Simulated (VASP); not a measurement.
A run of VASP 6.6.1:

File POSCAR:

```
B
1.0
    2.3289123616      0.0000000000      0.0000000000
    0.0000000000      2.3289123616      0.0000000000
    0.0000000000      0.0000000000      1.5781320555
B
1
Direct
    0.5000000000      0.5000000000      0.5000000000
```

File INCAR.step1:

```
SYSTEM = B
ALGO = Normal ; EDIFF = 1E-5
ENCUT = 520 ; GGA = PE
ISIF = 2 ; ISMEAR = -1
LASPH = .True. ; LREAL = .False.
LWAVE = .True. ; NBANDS = 8
NELM = 100 ; PREC = Accurate
SIGMA = 0.05
```

File INCAR.step2:

```
SYSTEM = B
AEXX = 0.25 ; ALGO = Normal
EDIFF = 1E-7 ; ENCUT = 520
GGA = PS ; HFSCREEN = 0.207
ISIF = 2 ; ISMEAR = -1
ISTART = 1 ; LASPH = .True.
LCHARG = .True. ; LELF = .True.
LHFCALC = .True. ; LREAL = .False.
LVHAR = .True. ; LWAVE = .False.
NBANDS = 8 ; NELM = 100
PREC = Accurate ; PRECFOCK = Normal
SIGMA = 0.05
```

KPOINTS

```
k-points
0
Gamma
  6 6 8
  0 0 0
```

Potentials or basis: VASP PAW PBE potentials, release 64 (B).

Run with:

```bash
$ cat potpaw_PBE.64/B/POTCAR > POTCAR
$ cp INCAR.step1 INCAR
$ mpirun -np 1 vasp_std > vasp.out
$ cp INCAR.step2 INCAR
$ mpirun -np 1 vasp_std > vasp.out
```

Hardware: 1 thread of Intel(R) Xeon(R) 6975P-C (Granite Rapids), on a shared host.

Problem. How long does it take, and how much memory?

Solution. Wall time 95 s on 1 thread of Intel(R) Xeon(R) 6975P-C (Granite Rapids) (shared host), peak memory 0.2 GiB. Counts: k points 50.
